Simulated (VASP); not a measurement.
Input of a VASP 6.6.1 run:

INCAR

```
SYSTEM = Zn
PREC = Accurate
ENCUT = 520
EDIFF = 1E-6
ISMEAR = -1
SIGMA = 0.13605693000000002
LREAL = .False.
LASPH = .True.
NELM = 60
ALGO = Normal
ISIF = 2
LWAVE = .False.
LCHARG = .False.
GGA = PE
NBANDS = 12
```

Contents of KPOINTS:

```
Automatic mesh
0
Gamma
  15 15 15
  0 0 0
```

File POSCAR:

```
Zn
1.0
   -1.5614825376      1.5614825376      1.5614825376
    1.5614825376     -1.5614825376      1.5614825376
    1.5614825376      1.5614825376     -1.5614825376
Zn
1
Direct
    0.0000000000      0.0000000000      0.0000000000
```

Potentials or basis: VASP PAW PBE potentials, release 64 (Zn).

Run with:

```bash
$ cat potpaw_PBE.64/Zn/POTCAR > POTCAR
$ mpirun -np 1 vasp_std > vasp.out
```

(1) Predict the pressure.

(2) Estimate the band gap on the k mesh.

## Answers

(1) 1.0 GPa.

(2) zero (band 6 reaches 6.69 eV, above the bottom of band 7 at 2.29 eV).
